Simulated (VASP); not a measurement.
Wanted: the native input for a VASP 6.6.1 run.

```
Task                   : single point
Functional             : PBE
Potentials or basis    : VASP PAW PBE potentials, release 64 (Si)
Cutoff                 : 520 eV
k mesh                 : 6 × 6 × 8
Occupations            : gaussian, width 0.1 eV
Spin                   : no spin polarisation
Dipole correction      : no
Further INCAR settings : ALGO = Normal; EDIFF = 1e-07; NBANDS = 11
```

The structure of Si lies in POSCAR:

```
Si
1.0
    3.9592112100      0.0000000000      0.0000000000
   -1.9796056100      3.4287774900      0.0000000000
    0.0000000000      0.0000000000      2.2877225100
Si
2
Direct
    0.3333333300      0.6666666700      0.5000000000
    0.6666666700      0.3333333300      0.5000000000
```

The cell was built from a structure type or drawn by symmetry, and may not be a known phase.

These files were run (other wordings do the same):

INCAR

```
PREC = Accurate ; ENCUT = 520
EDIFF = 1E-7 ; ISMEAR = 0
SIGMA = 0.1 ; LREAL = F
LASPH = T ; NELM = 60
ALGO = Normal ; ISIF = 2
LWAVE = F ; LCHARG = F
GGA = PE ; NBANDS = 11
```

KPOINTS

```
regular mesh
0
Gamma
  6 6 8
```

Potentials or basis: VASP PAW PBE potentials, release 64 (Si).

Command:

```bash
$ cat potpaw_PBE.64/Si/POTCAR > POTCAR
$ mpirun -np 1 vasp_std > vasp.out
```

It gave:

| Quantity | Value |
| --- | --- |
| Pressure | 32.2 GPa |
| Band gap on the k mesh | zero (bands 4 and 5 overlap by 4.35 eV) |

Caveat: the cell stands under pressure.

Wall time 16 s on 1 thread of Intel Xeon 8259CL, on a shared host, peak memory 0.14 GiB.
